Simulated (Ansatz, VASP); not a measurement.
## Si4O in VASP and in Ansatz

INCAR

```
SYSTEM = Si4O
PREC = Accurate
ENCUT = 600
EDIFF = 1E-6
ISMEAR = 0
SIGMA = 0.1
LREAL = .False.
LASPH = .True.
NELM = 100
ALGO = Normal
ISIF = 3
LWAVE = .False.
LCHARG = .False.
GGA = PE
IBRION = 2
NSW = 100
EDIFFG = -0.01
```

File KPOINTS:

```
Automatic mesh
0
Gamma
  14 8 8
  0 0 0
```

POSCAR

```
Si4O
1.0
    2.6474272771      0.0000000000      0.0000000000
    0.0000000000      5.8844794963      0.0000000000
    0.0000000000      0.0000000000      5.8165015169
Si O
4 1
Direct
    0.5000000000      0.2602289766      0.0000000000
    0.5000000000      0.7397710234      0.0000000000
    0.0000000000      0.5000000000      0.7123351084
    0.0000000000      0.5000000000      0.2876648916
    0.0000000000      0.0000000000      0.0000000000
```

Input for Ansatz:

```yaml
crystal:
  lattice:
    - [2.6474272771, 0.0, 0.0]
    - [0.0, 5.8844794963, 0.0]
    - [0.0, 0.0, 5.8165015169]
  atoms:
    - { symbol: Si, position: [0.5, 0.2602289766, 0.0] }
    - { symbol: Si, position: [0.5, 0.7397710234, 0.0] }
    - { symbol: Si, position: [0.0, 0.5, 0.7123351084] }
    - { symbol: Si, position: [0.0, 0.5, 0.2876648916] }
    - { symbol: O, position: [0.0, 0.0, 0.0] }
basis:
  ecutwfc: 420
kpoints:
  mp_grid: { grid: [14, 8, 8] }
hamiltonian:
  xc: pbe
scf:
  occupations: { method: gaussian, width: 0.1 }
output:
  forces: true
  stress: true
  eigenvalues: true
relax:
  adjacent_minimum: "off"
  f_tol: 0.01
  max_steps: 80
  cell: { stress_tol: 0.05 }
```

Alike in both runs: task relaxation of cell and atoms; functional PBE; k mesh 14 × 8 × 8; occupations gaussian, width 0.1 eV; no spin polarisation.

```csv
,VASP,Ansatz
version,VASP 6.6.1,Ansatz 0.2.0
potentials or method,"VASP PAW PBE potentials, release 64 (Si, O), cutoff 600 eV","scalar-relativistic, plane waves, PAW"
valence electrons in the cell,22,22
```

Ansatz gave:

```
gap on the k mesh at the Fermi level, each at its own relaxed structure (eV) : none
relaxed volume (Å³/atom)                                                     : 18.23
relaxed cell length with the largest relative difference (Å)                 : 5.580
```

Task: Estimate VASP's values.

Result: gap on the k mesh at the Fermi level, each at its own relaxed structure (eV): none; relaxed volume (Å³/atom): 18.21; relaxed cell length with the largest relative difference (Å): 5.576.

A gap of «none» marks a metal or a gap that the smearing closes.
